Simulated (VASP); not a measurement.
## CoSn3: single point with PBEsol

The system is CoSn3.

```
Sn Co
1.0
     4.39766    0.00000    0.00000
     0.00000    4.39766    0.00000
     0.00000    0.00000    4.39766
Sn Co
3 1
Direct
  0.00000 0.50000 0.50000
  0.50000 0.00000 0.50000
  0.50000 0.50000 0.00000
  0.00000 0.00000 0.00000
```

| Quantity | Value |
| --- | --- |
| Program | VASP 6.6.1 |
| Task | single point |
| Functional | PBEsol |
| Potentials or basis | VASP PAW PBE potentials, release 64 (Sn_d, Co) |
| Cutoff | 520 eV |
| k mesh | 10 × 10 × 10 |
| Occupations | gaussian, width 0.1 eV |
| Spin | no spin polarisation |

```
Pressure               : -1.3 GPa
Band gap on the k mesh : zero (an odd number of electrons rules out a gap without spin polarisation)
```

Levels at points of the mesh, in eV from the Fermi level:
```
           k point  band 21  band 22  band 23  band 24  band 25  band 26  band 27  band 28  band 29  band 30
(0.00, 0.00, 0.00)    -3.50    -0.67    -0.67    -0.67    -0.11    -0.11     0.20     3.21     3.21     3.21
(0.50, 0.00, 0.00)    -1.74    -0.71    -0.66    -0.28    -0.28     0.25     0.25     0.44     0.73     2.13
(0.50, 0.50, 0.00)    -1.50    -0.78    -0.56    -0.52     0.19     0.43     1.31     1.31     2.04     2.04
(0.50, 0.50, 0.50)    -4.28    -4.28    -0.99    -0.45    -0.45    -0.17    -0.17    -0.17     7.57     7.57
```

It took 85 s on 1 thread of Intel(R) Xeon(R) 6975P-C (Granite Rapids), on a shared host, peak memory 0.28 GiB.

Caveat: the PAW data sets were made with another functional, which shifts forces and pressure a little; spin-orbit coupling is left out, which moves the levels of the heavy elements; the run has no spin polarisation, though such a crystal can be magnetic. Spin polarisation is off, so any magnetic state and its effect on volume and gap are missing.
